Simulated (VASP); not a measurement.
# Ca in VASP: a series of runs

Runs on Ca. Level: PBE. Tasks: single point.

Program: VASP 6.6.1. These are calculated values, not measurements. Logs are shortened: lines on timing, memory, paths and dates and some standing lists are left out, and cuts for length are marked.

### 1 The cell of the first run

The cell holds a slab with vacuum, 13 atoms: a = 7.891 Å, b = 7.891 Å, c = 17.443 Å, α = 90.00°, β = 90.00°, γ = 60.00°.

### 2 Single point, PBE

File INCAR:

```
SYSTEM = Ca
PREC = Accurate ; ENCUT = 400
EDIFF = 1E-6 ; ISMEAR = -1
SIGMA = 0.05 ; LREAL = .FALSE.
LASPH = .TRUE. ; NELM = 120
ALGO = Normal ; ISIF = 2
LWAVE = .FALSE. ; LCHARG = .TRUE.
GGA = PE ; LELF = .TRUE.
LVHAR = .TRUE. ; NBANDS = 77
GGA_COMPAT = .FALSE. ; NELMDL = -8
```

File KPOINTS:

```
Automatic mesh
0
G
  3 3 1
  0 0 0
```

File POSCAR:

```
Ca
1.0
    7.8913120000      0.0000000000      0.0000000000
    3.9456560000      6.8340760000      0.0000000000
    0.0000000000      0.0000000000     17.4432290000
Ca
13
Direct
    0.1666666423      0.1666667154      0.0573287778
    0.6666666423      0.1666667154      0.0573287778
    0.1666666423      0.6666667154      0.0573287778
    0.6666666423      0.6666667154      0.0573287778
   -0.1657847767      0.3340973966      0.2343576410
    0.3289777954      0.3348960415      0.2330922216
   -0.1648467651      0.8286612557      0.2331537928
    0.3314409454      0.8313575968      0.2309314978
   -0.0049903946     -0.0006483686      0.4075941444
    0.4983256790     -0.0019057441      0.4041850279
   -0.0010811024      0.4984616794      0.4267875518
    0.4996928383      0.4946074641      0.4075070046
    0.6550707110      0.1556665451      0.5776126656
```

Potentials or basis: VASP PAW PBE potentials, release 64 (Ca_sv).

Started as:

```sh
cat potpaw_PBE.64/Ca_sv/POTCAR > POTCAR
mpirun -np 1 vasp_std > vasp.out
```

OUTCAR:

```text
SYSTEM = Ca
   PREC = Accurate
   ENCUT = 400
   EDIFF = 1E-6
   ISMEAR = -1
   LREAL = .FALSE.
   LASPH = .TRUE.
   NELM = 120
   ISIF = 2
   GGA = PE
   NELMDL = -8

 ion  position               nearest neighbor table
   1  0.167  0.167  0.057-
   2  0.667  0.167  0.057-
   3  0.167  0.667  0.057-
   4  0.667  0.667  0.057-
   5  0.834  0.334  0.234-
   6  0.329  0.335  0.233-
   7  0.835  0.829  0.233-
   8  0.331  0.831  0.231-
   9  0.995  0.999  0.408-
  10  0.498  0.998  0.404-
  11  0.999  0.498  0.427-
  12  0.500  0.495  0.408-
  13  0.655  0.156  0.578-

  LATTYP: Found a hexagonal cell.
 ALAT       =     7.8913114274
 C/A-ratio  =     2.2104347497

  Lattice vectors:

 A1 = (  -3.9456560000,  -6.8340760000,   0.0000000000)
 A2 = (   7.8913120000,   0.0000000000,   0.0000000000)
 A3 = (   0.0000000000,   0.0000000000,  17.4432290000)

Analysis of symmetry for initial positions (statically):
=====================================================================
 Subroutine PRICEL returns:
 Original cell was already a primitive cell.

 Routine SETGRP: Setting up the symmetry group for a
 hexagonal supercell.

 Subroutine GETGRP returns: Found  1 space group operations
 (whereof  1 operations were pure point group operations)
 out of a pool of 24 trial point group operations.

The static configuration has the point symmetry C_1 .

Analysis of symmetry for dynamics (positions and initial velocities):
=====================================================================
 Subroutine PRICEL returns:
 Original cell was already a primitive cell.

 Routine SETGRP: Setting up the symmetry group for a
 hexagonal supercell.

 Subroutine GETGRP returns: Found  1 space group operations
 (whereof  1 operations were pure point group operations)
 out of a pool of 24 trial point group operations.

The dynamic configuration has the point symmetry C_1 .

 Subroutine INISYM returns: Found  1 space group operations
 (whereof  1 operations are pure point group operations),
 and found     1 'primitive' translations

----------------------------------------------------------------------------------------

                                     Primitive cell

  volume of cell :     940.7103

  direct lattice vectors                    reciprocal lattice vectors
     7.891312000  0.000000000  0.000000000     0.126721640 -0.073162780  0.000000000
     3.945656000  6.834076000  0.000000000     0.000000000  0.146325560  0.000000000
     0.000000000  0.000000000 17.443229000     0.000000000  0.000000000  0.057328835

  length of vectors
     7.891312000  7.891311427 17.443229000     0.146325550  0.146325560  0.057328835

  position of ions in fractional coordinates (direct lattice)
     0.166666642  0.166666715  0.057328778
     0.666666642  0.166666715  0.057328778
     0.166666642  0.666666715  0.057328778
     0.666666642  0.666666715  0.057328778
     0.834215223  0.334097397  0.234357641
     0.328977795  0.334896042  0.233092222
     0.835153235  0.828661256  0.233153793
     0.331440945  0.831357597  0.230931498
     0.995009605  0.999351631  0.407594144
     0.498325679  0.998094256  0.404185028
     0.998918898  0.498461679  0.426787552
     0.499692838  0.494607464  0.407507005
     0.655070711  0.155666545  0.577612666

  ion indices of the primitive-cell ions
   primitive index   ion index
                 1           1
                 2           2
                 3           3
                 4           4
                 5           5
                 6           6
                 7           7
                 8           8
                 9           9
                10          10
                11          11
                12          12
                13          13

----------------------------------------------------------------------------------------

 KPOINTS: Automatic mesh

Automatic generation of k-mesh.
 Grid dimensions read from file:
 generate k-points for:    3    3    1

 Generating k-lattice:

  Cartesian coordinates                     Fractional coordinates (reciprocal lattice)
     0.042240547 -0.024387593  0.000000000     0.333333333  0.000000000  0.000000000
     0.000000000  0.048775187  0.000000000     0.000000000  0.333333333  0.000000000
     0.000000000  0.000000000  0.057328835     0.000000000  0.000000000  1.000000000

  Length of vectors
     0.048775183  0.048775187  0.057328835

  Shift w.r.t. Gamma in fractional coordinates (k-lattice)
     0.000000000  0.000000000  0.000000000

 Subroutine IBZKPT returns following result:
 ===========================================

 Found      5 irreducible k-points:

 Following reciprocal coordinates:
            Coordinates               Weight
  0.000000  0.000000  0.000000      1.000000
  0.333333 -0.000000  0.000000      2.000000
  0.333333  0.333333  0.000000      2.000000
  0.000000  0.333333  0.000000      2.000000
 -0.333333  0.333333  0.000000      2.000000
   k-points           NKPTS =      5   k-points in BZ     NKDIM =      5   number of bands    NBANDS=     77
   number of dos      NEDOS =    301   number of ions     NIONS =     13
   total plane-waves  NPLWV = 349920
   dimension x,y,z NGX =    54 NGY =   54 NGZ =  120
   dimension x,y,z NGXF=   108 NGYF=  108 NGZF=  240
   ions per type =              13
   NGX,Y,Z   is equivalent  to a cutoff of  11.38, 11.38, 11.44 a.u.
   NGXF,Y,Z  is equivalent  to a cutoff of  22.75, 22.75, 22.87 a.u.
 SYSTEM =  Ca
   PREC   = accura    normal or accurate (medium, high low for compatibility)
   ISTART =      0    job   : 0-new  1-cont  2-samecut
   ICHARG =      2    charge: 1-file 2-atom 10-const
   ISPIN  =      1    spin polarized calculation?
   LNONCOLLINEAR =      F non collinear calculations
   LSORBIT =      F    spin-orbit coupling
   LASPH  =      T    aspherical Exc in radial PAW
   ENCUT  =  400.0 eV  29.40 Ry    5.42 a.u.  12.87 12.87 28.45*2*pi/ulx,y,z
   NELM   =    120;   NELMIN=  2; NELMDL= -8     # of ELM steps
   EDIFF  = 0.1E-05   stopping-criterion for ELM
   LREAL  =      F    real-space projection
   EDIFFG = 0.1E-04   stopping-criterion for IOM
   NSW    =      0    number of steps for IOM
   IBRION =     -1    ionic relax: 0-MD 1-quasi-New 2-CG
   NFREE  =      0    steps in history (QN), initial steepest desc. (CG)
   ISIF   =      2    stress and relaxation
   ISYM   =      2    0-nonsym 1-usesym 2-fastsym
   POTIM  = 0.5000    time-step for ionic-motion
   TEBEG  =    0.0;   TEEND  =   0.0 temperature during run
   PSTRESS=    0.0 pullay stress
   NELECT =     130.0000    total number of electrons
   NUPDOWN=      -1.0000    fix difference up-down
   EMIN   =  10.00;   EMAX   =-10.00  energy-range for DOS
   EFERMI =   0.00;   METHOD = LEGACY
   ISMEAR =    -1;   SIGMA  =   0.05  broadening in eV -4-tet -1-fermi 0-gaus
   EFERMI_NEDOS =   21; number of points for ismear=-14 and -15
   IALGO  =     38    algorithm
   IMIX   =      4    mixing-type and parameters
     AMIX     =   0.40;   BMIX     =  1.00
     AMIX_MAG =   1.60;   BMIX_MAG =  1.00
  volume/ion in A,a.u.               =      72.36       488.33
  Fermi-wavevector in a.u.,A,eV,Ry     =   0.846390  1.599446  9.746893  0.716376
  Thomas-Fermi vector in A             =   1.961730
   LORBIT       =      0    0 simple, 1 ext, 2 COOP (PROOUT), +10 PAW based schemes
   GGA     = PE    functional components
   LHFCALC =     F    Hartree Fock is set to
   AEXX    =    0.0000 exact exchange contribution
   IVDW    =     0    specifies the selected vdW correction
   LEPSILON=     F    determine dielectric tensor
   LRPA    =     F    only Hartree local field effects (RPA)
 non-spin polarized calculation
  energy-cutoff  :      400.00
  volume of cell :      940.71
 maximum number of plane-waves:     17115
 NGX is ok and might be reduce to    54
   NGX = 25   NGY = 25   NGZ = 57

 number of electron     129.9999996 magnetization

 Free energy of the ion-electron system (eV)
  ---------------------------------------------------
  ext. energy  EPLUGINS =         0.00000000
  ---------------------------------------------------
  free energy    TOTEN  =       -21.30476749 eV

  energy without entropy =      -21.11001978  energy(sigma->0) =      -21.20739364

 E-fermi :   0.1971     XC(G=0):  -5.4397

 val. band max:        0.1677158035   @ k =   0.0000   0.0000   0.0000
 cond. band min:       0.2367144813   @ k =   0.0000   0.0000   0.0000
 fundamental gap:      0.0689986778
 Fermi energy:         0.1971409347

 k-point     1 :       0.0000    0.0000    0.0000
  band No.  band energies     occupation
      1     -43.2393      2.00000
      2     -42.3833      2.00000
      3     -42.2528      2.00000
      4     -42.2377      2.00000
      5     -42.2338      2.00000
      6     -42.2257      2.00000
[... 69 lines left out ...]
     76       0.8379      0.00001
     77       0.8412      0.00001

 k-point     2 :       0.3333   -0.0000    0.0000
  band No.  band energies     occupation
      1     -43.2393      2.00000
      2     -42.3833      2.00000
      3     -42.2525      2.00000
      4     -42.2368      2.00000
      5     -42.2348      2.00000
      6     -42.2259      2.00000
[... 69 lines left out ...]
     76       0.9200      0.00000
     77       0.9841      0.00000

 k-point     3 :       0.3333    0.3333    0.0000
  band No.  band energies     occupation
      1     -43.2393      2.00000
      2     -42.3833      2.00000
      3     -42.2524      2.00000
      4     -42.2377      2.00000
      5     -42.2338      2.00000
      6     -42.2261      2.00000
[... 69 lines left out ...]
     76       0.8958      0.00000
     77       0.9406      0.00000

 k-point     4 :       0.0000    0.3333    0.0000
  band No.  band energies     occupation
      1     -43.2393      2.00000
      2     -42.3833      2.00000
      3     -42.2525      2.00000
      4     -42.2369      2.00000
      5     -42.2348      2.00000
      6     -42.2259      2.00000
[... 69 lines left out ...]
     76       0.8885      0.00000
     77       0.9395      0.00000

 k-point     5 :      -0.3333    0.3333    0.0000
  band No.  band energies     occupation
      1     -43.2393      2.00000
      2     -42.3833      2.00000
      3     -42.2523      2.00000
      4     -42.2368      2.00000
      5     -42.2349      2.00000
      6     -42.2261      2.00000
[... 69 lines left out ...]
     76       1.1543      0.00000
     77       1.1735      0.00000

------------------------ aborting loop because EDIFF is reached ----------------------------------------

  FORCE on cell =-STRESS in cart. coord.  units (eV):
  Direction    XX          YY          ZZ          XY          YZ          ZX
  --------------------------------------------------------------------------------------
  -------------------------------------------------------------------------------------
  Total       -1.3846199     -1.5170708      0.2224996      0.1140589      0.0339126      0.0492640
  in kB       -2.3582251     -2.5838097      0.3789517      0.1942601      0.0577585      0.0839044
  external PRESSURE =      -1.5210277 kB  Pullay stress =       0.0000000 kB

 VOLUME and BASIS-vectors are now :
 -----------------------------------------------------------------------------
  energy-cutoff  :      400.00
  volume of cell :      940.71
      direct lattice vectors                 reciprocal lattice vectors
     7.891312000  0.000000000  0.000000000     0.126721640 -0.073162780  0.000000000
     3.945656000  6.834076000  0.000000000     0.000000000  0.146325560  0.000000000
     0.000000000  0.000000000 17.443229000     0.000000000  0.000000000  0.057328835

 POSITION                                       TOTAL-FORCE (eV/Angst)
 -----------------------------------------------------------------------------------
      1.97283      1.13901      1.00000        -0.003539      0.017809      0.004660
      5.91848      1.13901      1.00000         0.000358     -0.000433     -0.011133
      3.94566      4.55605      1.00000        -0.020977     -0.012302     -0.016000
      7.89131      4.55605      1.00000         0.013674     -0.011983      0.005193
      7.90129      2.28325      4.08795         0.001394     -0.000337     -0.006940
      3.91745      2.28870      4.06588         0.001327     -0.016100      0.000723
      9.86007      5.66313      4.06696        -0.012923      0.010793     -0.000298
      5.89575      5.68156      4.02819         0.015154      0.008267      0.002501
     11.79503      6.82964      7.10976        -0.001263     -0.003605      0.004468
      7.87058      6.82105      7.05029         0.006541      0.002699      0.002032
      9.84954      3.40653      7.44455         0.003787      0.002607      0.006473
      5.89478      3.38018      7.10824        -0.003244      0.003047      0.003727
      5.78357      1.06384     10.07543        -0.000288     -0.000461      0.004593
 -----------------------------------------------------------------------------------
    total drift:                               -0.000397     -0.000228      0.000592

  FREE ENERGIE OF THE ION-ELECTRON SYSTEM (eV)
  ---------------------------------------------------
  free  energy   TOTEN  =       -21.3047674894 eV

  energy  without entropy=      -21.1100197846  energy(sigma->0) =      -21.20739364
```

It took 21 min on 1 thread of Intel Xeon 8259CL, shared host; peak memory 0.72 GiB.

What came out:

```
Free energy            : -21.3048 eV
Largest force          : 0.029 eV/Å
Band gap on the k mesh : zero (bands 65 and 66 overlap by 0.01 eV)
```

Forces on the atoms (eV/Å):
```
Ca  -0.004  0.018  0.005
Ca   0.000  0.000 -0.011
Ca  -0.021 -0.012 -0.016
Ca   0.014 -0.012  0.005
Ca   0.001  0.000 -0.007
Ca   0.001 -0.016  0.001
Ca  -0.013  0.011  0.000
Ca   0.015  0.008  0.003
Ca  -0.001 -0.004  0.004
Ca   0.007  0.003  0.002
Ca   0.004  0.003  0.006
Ca  -0.003  0.003  0.004
Ca   0.000  0.000  0.005
```

Caveat: there is no dipole correction, which matters where the two faces differ.

(Part 1 of 2 ends here.)

The gap in the log of VASP goes by the Fermi energy; the results here count the filled bands.